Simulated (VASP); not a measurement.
## Ru: single point with PBEsol

The system is Ru.

```
Ru
1.0
     2.80270    0.00000    0.00000
    -1.40135    2.42721    0.00000
     0.00000    0.00000    4.66060
Ru
2
Direct
  0.33333 0.66667 0.25000
  0.66667 0.33333 0.75000
```

* Program: VASP 6.6.1
* Task: single point
* Functional: PBEsol
* Potentials or basis: VASP PAW PBE potentials, release 64 (Ru_pv)
* Cutoff: 520 eV
* k mesh: 18 × 18 × 10
* Occupations: gaussian, width 0.15 eV
* Spin: no spin polarisation
* Dipole correction: no
* Further INCAR settings: ALGO = Fast; EDIFF = 1e-07; NBANDS = 21

The pressure is -39.3 GPa. The band gap on the k mesh is zero (band 14 reaches 11.38 eV, above the bottom of band 15 at 9.01 eV).

Stress tensor (GPa, compression positive):
```
-34.08   0.00   0.00
  0.00 -34.08   0.00
  0.00   0.00 -49.73
```

Levels at points of the mesh, in eV from the Fermi level:
| k point | band 10 | band 11 | band 12 | band 13 | band 14 | band 15 | band 16 | band 17 | band 18 | band 19 |
| --- | --- | --- | --- | --- | --- | --- | --- | --- | --- | --- |
| (0.00, 0.00, 0.00) | -2.02 | -2.02 | -1.58 | -1.58 | -0.80 | -0.80 | 0.68 | 0.94 | 0.94 | 7.86 |
| (0.50, 0.00, 0.00) | -2.10 | -1.91 | -1.44 | -1.38 | 1.31 | 1.34 | 1.59 | 3.41 | 5.21 | 9.63 |
| (0.00, 0.00, 0.50) | -2.45 | -2.07 | -2.07 | -2.07 | -2.07 | 0.41 | 0.41 | 0.41 | 0.41 | 10.51 |
| (0.50, 0.00, 0.50) | -3.75 | -0.68 | -0.68 | 0.38 | 0.38 | 1.49 | 1.49 | 2.88 | 2.88 | 8.92 |

It took 84 s on 1 thread of Intel(R) Xeon(R) Platinum 8488C (Sapphire Rapids), with other jobs on the host, peak memory 0.24 GiB.

Caveat: the PAW data sets were made with another functional, which shifts forces and pressure a little.
